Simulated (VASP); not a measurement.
Wanted: the native input for a VASP 6.6.1 run.

- Task: single point
- Functional: PBEsol
- Potentials or basis: VASP PAW PBE potentials, release 64 (Ga_d)
- Cutoff: 520 eV
- k mesh: 10 × 8 × 7
- Occupations: fermi-dirac, width 0.05 eV
- Spin: no spin polarisation
- Dipole correction: no
- Further INCAR settings: ALGO = Normal; EDIFF = 1e-06; NBANDS = 20

The structure of Ga lies in POSCAR:

```
Ga
1.0
    2.7227813121      0.0000000000     -0.0314666678
    0.0000000000      3.0655212166      0.0000000000
   -1.3617188368      0.0000000000      4.0216622008
Ga
2
Direct
    0.1298215703      0.7500000000      0.7679642844
    0.8701784297      0.2500000000      0.2320357156
```

One way to write it, as run:

INCAR

```
SYSTEM = Ga
ALGO = Normal ; EDIFF = 1E-6
ENCUT = 520 ; GGA = PS
ISIF = 2 ; ISMEAR = -1
LASPH = .TRUE. ; LCHARG = .FALSE.
LREAL = .FALSE. ; LWAVE = .FALSE.
NBANDS = 20 ; NELM = 80
PREC = Accurate ; SIGMA = 0.05
```

KPOINTS

```
k-points
0
G
  10 8 7
  0 0 0
```

Potentials or basis: VASP PAW PBE potentials, release 64 (Ga_d).

The run is started by

```bash
$ cat potpaw_PBE.64/Ga_d/POTCAR > POTCAR
$ mpirun -np 1 vasp_std > vasp.out
```

Results of the run:

The pressure is 4.9 GPa and the band gap on the k mesh is zero (bands 13 and 14 overlap by 9.41 eV).

Caveat: the cell stands under pressure; the PAW data sets were made with another functional, which shifts forces and pressure a little.

It took 70 s on 1 thread of Intel(R) Xeon(R) Platinum 8259CL CPU @ 2.50GHz (Skylake/Cascade Lake), with other jobs on the host, peak memory 0.21 GiB.
